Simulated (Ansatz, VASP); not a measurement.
**One calculation of TiC, two programs**

INCAR

```
PREC = Accurate
ENCUT = 520
EDIFF = 1E-7
ISMEAR = 0
SIGMA = 0.15
LREAL = False
LASPH = True
NELM = 80
ALGO = Normal
ISIF = 2
LWAVE = False
LCHARG = True
GGA = PE
LELF = True
LVHAR = True
NBANDS = 15
```

KPOINTS

```
Automatic mesh
0
Gamma
  18 18 18
```

File POSCAR:

```
TiC
1.0
    0.0000000000      2.1640000000      2.1640000000
    2.1640000000      0.0000000000      2.1640000000
    2.1640000000      2.1640000000      0.0000000000
Ti C
1 1
Direct
    0.0462107209      0.0462107209     -0.0462107209
    0.5000000000      0.5000000000      0.5000000000
```

Input for Ansatz:

```yaml
crystal:
  lattice:
    - [0.0, 2.164, 2.164]
    - [2.164, 0.0, 2.164]
    - [2.164, 2.164, 0.0]
  atoms:
    - { symbol: Ti, position: [0.0462107209, 0.0462107209, -0.0462107209] }
    - { symbol: C, position: [0.5, 0.5, 0.5] }
basis:
  ecutwfc: 420
kpoints:
  mp_grid: { grid: [18, 18, 18] }
hamiltonian:
  xc: pbe
scf:
  occupations: { method: gaussian, width: 0.15 }
output:
  forces: true
  stress: true
  eigenvalues: true
```

Change from the starting cell: all Ti atoms moved -0.200 Å, as atom 1 towards its neighbour atom 2 (C) at 2.164 Å.

Alike in both runs: task single point; functional PBE; k mesh 18 × 18 × 18; occupations gaussian, width 0.15 eV; no spin polarisation.

|  | VASP | Ansatz |
| --- | --- | --- |
| version | VASP 6.6.1 | Ansatz 0.2.0 |
| potentials or method | VASP PAW PBE potentials, release 64 (Ti_sv, C), cutoff 520 eV | scalar-relativistic, plane waves, PAW |
| valence electrons in the cell | 16 | 16 |

Ansatz gave:

```
gap on the k mesh at the Fermi level (eV)                     : none
pressure (GPa)                                                : 5.8
traceless stress, the component that is largest in VASP (GPa) : 8.47
rms of the force components (eV/Å)                            : 1.141
```

Problem. Which values does VASP return?

Solution. gap on the k mesh at the Fermi level (eV): none; pressure (GPa): 6.0; traceless stress, the component that is largest in VASP (GPa): 8.56; rms of the force components (eV/Å): 1.148.

Atom by atom the forces differ by 0.007 eV/Å (rms over components). A gap of «none» marks a metal or a gap that the smearing closes. With one functional, cell and mesh, what is left measures potentials, basis and numerics.
